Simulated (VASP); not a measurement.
# Pt (I4/mmm) in VASP: further runs

The runs below take Pt through single point, with PBE.

All numbers are computed with VASP 6.6.1; they aren't measurements. Logs are shortened: lines on timing, memory, paths and dates and some standing lists are left out, and cuts for length are marked.

## Step 1: The cell of the first run

It takes space group I4/mmm (No. 139, tetragonal). Conventional cell: a = 2.807 Å, b = 2.807 Å, c = 4.030 Å, α = 90.00°, β = 90.00°, γ = 90.00°. Within 3.7 Å of Pt (site symmetry 4/mmm) lie 12 Pt at 2.81 to 2.83 Å.

## Step 2: Single point, PBE (strain +0.0150 x Voigt [1, 0, 0, 0, 0, 0])

The input, INCAR:

```
  PREC = Accurate
  ENCUT = 520
  EDIFF = 1E-7
  ISMEAR = 0
  SIGMA = 0.15
  LREAL = False
  LASPH = True
  NELM = 80
  ALGO = Fast
  ISIF = 2
  LWAVE = False
  LCHARG = True
  GGA = PE
  LELF = True
  LVHAR = True
  NBANDS = 11
```

The input, KPOINTS:

```
Automatic mesh
0
Gamma
  26 26 26
```

The input, POSCAR:

```
Pt
1.0
    0.0000000000      1.9850550539      1.9850550539
    2.0148308797      0.0000000000      1.9850550539
    2.0148308797      1.9850550539      0.0000000000
Pt
1
Direct
    0.0000000000      0.0000000000      0.0000000000
```

Potentials or basis: VASP PAW PBE potentials, release 64 (Pt).

Launch:

```sh
$ cat potpaw_PBE.64/Pt/POTCAR > POTCAR
$ mpirun -np 1 vasp_std > vasp.out
```

OUTCAR:

```text
PREC = Accurate
   ENCUT = 520
   EDIFF = 1E-7
   ISMEAR = 0
   LREAL = False
   LASPH = True
   NELM = 80
   ISIF = 2
   GGA = PE

 ion  position               nearest neighbor table
   1  0.000  0.000  0.000-

  LATTYP: Found a body centered tetragonal cell.
 ALAT       =     2.8072917793
 C/A-ratio  =     1.4354267658

  Lattice vectors:

 A1 = (   2.0148308797,   0.0000000000,   1.9850550539)
 A2 = (   2.0148308797,   0.0000000000,  -1.9850550539)
 A3 = (  -2.0148308797,   1.9850550539,   0.0000000000)

Analysis of symmetry for initial positions (statically):
=====================================================================
 Subroutine PRICEL returns:
 Original cell was already a primitive cell.

 Routine SETGRP: Setting up the symmetry group for a
 body centered tetragonal supercell.

 Subroutine GETGRP returns: Found 16 space group operations
 (whereof 16 operations were pure point group operations)
 out of a pool of 16 trial point group operations.

The static configuration has the point symmetry D_4h.

Analysis of symmetry for dynamics (positions and initial velocities):
=====================================================================
 Subroutine PRICEL returns:
 Original cell was already a primitive cell.

 Routine SETGRP: Setting up the symmetry group for a
 body centered tetragonal supercell.

 Subroutine GETGRP returns: Found 16 space group operations
 (whereof 16 operations were pure point group operations)
 out of a pool of 16 trial point group operations.

The dynamic configuration has the point symmetry D_4h.

 Subroutine INISYM returns: Found 16 space group operations
 (whereof 16 operations are pure point group operations),
 and found     1 'primitive' translations

----------------------------------------------------------------------------------------

                                     Primitive cell

  volume of cell :      15.8787

  direct lattice vectors                    reciprocal lattice vectors
     0.000000000  1.985055054  1.985055054    -0.248159786  0.251882183  0.251882183
     2.014830880  0.000000000  1.985055054     0.248159786 -0.251882183  0.251882183
     2.014830880  1.985055054  0.000000000     0.248159786  0.251882183 -0.251882183

  length of vectors
     2.807291779  2.828424834  2.828424834     0.434134250  0.434134250  0.434134250

  position of ions in fractional coordinates (direct lattice)
[... 83 lines left out ...]
   ISIF   =      2    stress and relaxation
   ISYM   =      2    0-nonsym 1-usesym 2-fastsym
   POTIM  = 0.5000    time-step for ionic-motion
   TEBEG  =    0.0;   TEEND  =   0.0 temperature during run
   PSTRESS=    0.0 pullay stress
   NELECT =      10.0000    total number of electrons
   NUPDOWN=      -1.0000    fix difference up-down
   EMIN   =  10.00;   EMAX   =-10.00  energy-range for DOS
   EFERMI =   0.00;   METHOD = LEGACY
   ISMEAR =     0;   SIGMA  =   0.15  broadening in eV -4-tet -1-fermi 0-gaus
   EFERMI_NEDOS =   21; number of points for ismear=-14 and -15
   IALGO  =     68    algorithm
   IMIX   =      4    mixing-type and parameters
     AMIX     =   0.40;   BMIX     =  1.00
     AMIX_MAG =   1.60;   BMIX_MAG =  1.00
  volume/ion in A,a.u.               =      15.88       107.15
  Fermi-wavevector in a.u.,A,eV,Ry     =   1.403256  2.651769 26.791607  1.969128
  Thomas-Fermi vector in A             =   2.525936
   LORBIT       =      0    0 simple, 1 ext, 2 COOP (PROOUT), +10 PAW based schemes
   GGA     = PE    functional components
   LHFCALC =     F    Hartree Fock is set to
   AEXX    =    0.0000 exact exchange contribution
   IVDW    =     0    specifies the selected vdW correction
   LEPSILON=     F    determine dielectric tensor
   LRPA    =     F    only Hartree local field effects (RPA)
 non-spin polarized calculation
 RMM-DIIS sequential band-by-band and
 Gauss-broadening in eV      SIGMA  =   0.15
  energy-cutoff  :      520.00
  volume of cell :       15.88
 maximum number of plane-waves:       444
 NGX is ok and might be reduce to    24
   NGX = 11   NGY = 11   NGZ = 11

 number of electron      10.0000001 magnetization

 Free energy of the ion-electron system (eV)
  ---------------------------------------------------
  ext. energy  EPLUGINS =         0.00000000
  ---------------------------------------------------
  free energy    TOTEN  =        -6.10533416 eV

  energy without entropy =       -6.08172368  energy(sigma->0) =       -6.09352892

 E-fermi :  10.2948     XC(G=0): -13.1826

 val. band max:       10.2944826873   @ k =  -0.4615   0.1538   0.0385
 cond. band min:      10.2948331845   @ k =  -0.2308   0.1923   0.1923
 fundamental gap:      0.0003504972
 Fermi energy:        10.2947545118

 k-point     1 :       0.0000    0.0000    0.0000
  band No.  band energies     occupation
      1       0.6522      2.00000
      2       6.7082      2.00000
      3       6.8729      2.00000
      4       6.8729      2.00000
      5       8.6992      2.00000
      6       8.8888      2.00000
      7      25.0741      0.00000
      8      29.5158      0.00000
      9      29.8633      0.00000
     10      29.8633      0.00000
     11      34.9108      0.00000
[... 309 lines left out ...]
 k-point    24 :       0.3846    0.0385    0.0000
  band No.  band energies     occupation
      1       3.4778      2.00000
      2       6.8516      2.00000
      3       6.9841      2.00000
      4       7.8471      2.00000
      5       9.8306      1.99999
      6       9.9712      1.99771
      7      18.8289      0.00000
      8      25.3499      0.00000
      9      29.6596      0.00000
     10      30.5780      0.00000
     11      35.9494      0.00000

 [... further k-points ...]

------------------------ aborting loop because EDIFF is reached ----------------------------------------

  FORCE on cell =-STRESS in cart. coord.  units (eV):
  Direction    XX          YY          ZZ          XY          YZ          ZX
  --------------------------------------------------------------------------------------
  -------------------------------------------------------------------------------------
  Total       -0.4735021     -0.3437433     -0.3437433      0.0000000      0.0000000     -0.0000000
  in kB      -47.7769875    -34.6841561    -34.6841561      0.0000000      0.0000000     -0.0000000
  external PRESSURE =     -39.0484332 kB  Pullay stress =       0.0000000 kB

 VOLUME and BASIS-vectors are now :
 -----------------------------------------------------------------------------
  energy-cutoff  :      520.00
  volume of cell :       15.88
      direct lattice vectors                 reciprocal lattice vectors
     0.000000000  1.985055054  1.985055054    -0.248159786  0.251882183  0.251882183
     2.014830880  0.000000000  1.985055054     0.248159786 -0.251882183  0.251882183
     2.014830880  1.985055054  0.000000000     0.248159786  0.251882183 -0.251882183

 POSITION                                       TOTAL-FORCE (eV/Angst)
 -----------------------------------------------------------------------------------
      0.00000      0.00000      0.00000         0.000000      0.000000      0.000000
 -----------------------------------------------------------------------------------
    total drift:                               -0.000000      0.000000      0.000000

  FREE ENERGIE OF THE ION-ELECTRON SYSTEM (eV)
  ---------------------------------------------------
  free  energy   TOTEN  =        -6.1053341628 eV

  energy  without entropy=       -6.0817236816  energy(sigma->0) =       -6.09352892
```

It took 84 s on 1 thread of Intel Xeon 6975P-C (Granite Rapids), shared host; peak memory 0.35 GiB.

Results:

```yaml
Free_energy: -6.1053 eV
Pressure: -3.9 GPa
Band_gap_on_the_k_mesh: zero (band 5 reaches 10.81 eV, above the bottom of band 6 at 8.74 eV)
```

Caveat: the cell differs from its parent crystal (strain +0.0150 x Voigt [1, 0, 0, 0, 0, 0]); spin-orbit coupling is left out, which moves the levels of the heavy elements.

## Step 3: Single point, PBE (strain +0.0200 x Voigt [1, 0, 0, 0, 0, 0])

The input, INCAR:

```
PREC = Accurate
ENCUT = 520
EDIFF = 1E-6
ISMEAR = 0
SIGMA = 0.15
LREAL = False
LASPH = True
NELM = 60
ALGO = Fast
ISIF = 2
LWAVE = False
LCHARG = False
GGA = PE
NBANDS = 11
```

The input, KPOINTS:

```
regular mesh
0
Gamma
  26 26 26
```

The input, POSCAR:

```
Pt
1.0
    0.0000000000      1.9850550539      1.9850550539
    2.0247561550      0.0000000000      1.9850550539
    2.0247561550      1.9850550539      0.0000000000
Pt
1
Direct
    0.0000000000      0.0000000000      0.0000000000
```

Potentials or basis: VASP PAW PBE potentials, release 64 (Pt).

Launch:

```sh
$ cat potpaw_PBE.64/Pt/POTCAR > POTCAR
$ mpirun -np 1 vasp_std > vasp.out
```

It took 70 s on 1 thread of Intel Xeon 6975P-C (Granite Rapids), shared host; peak memory 0.34 GiB.

The run converged. Its results:

- Free energy: -6.1027 eV
- Pressure: -5.0 GPa
- Band gap on the k mesh: zero (band 5 reaches 10.74 eV, above the bottom of band 6 at 8.63 eV)

Stress tensor (GPa, compression positive):
```
-6.15  0.00  0.00
 0.00 -4.42  0.00
 0.00  0.00 -4.42
```

Levels at points of the mesh, in eV from the Fermi level:
| k point | band 2 | band 3 | band 4 | band 5 | band 6 | band 7 | band 8 | band 9 |
| --- | --- | --- | --- | --- | --- | --- | --- | --- |
| (0.00, 0.00, 0.00) | -3.59 | -3.37 | -3.37 | -1.61 | -1.36 | 14.79 | 19.13 | 19.59 |
| (0.50, 0.00, 0.00) | -3.61 | -3.40 | -0.24 | -0.02 | 0.08 | 5.43 | 14.32 | 18.41 |
| (0.50, 0.50, 0.00) | -6.04 | -0.01 | 0.35 | 0.53 | 2.02 | 8.46 | 11.06 | 11.16 |
| (0.00, 0.50, 0.50) | -6.05 | 0.01 | 0.43 | 0.43 | 1.66 | 7.97 | 11.46 | 11.46 |

Caveat: the cell differs from its parent crystal (strain +0.0200 x Voigt [1, 0, 0, 0, 0, 0]); spin-orbit coupling is left out, which moves the levels of the heavy elements.
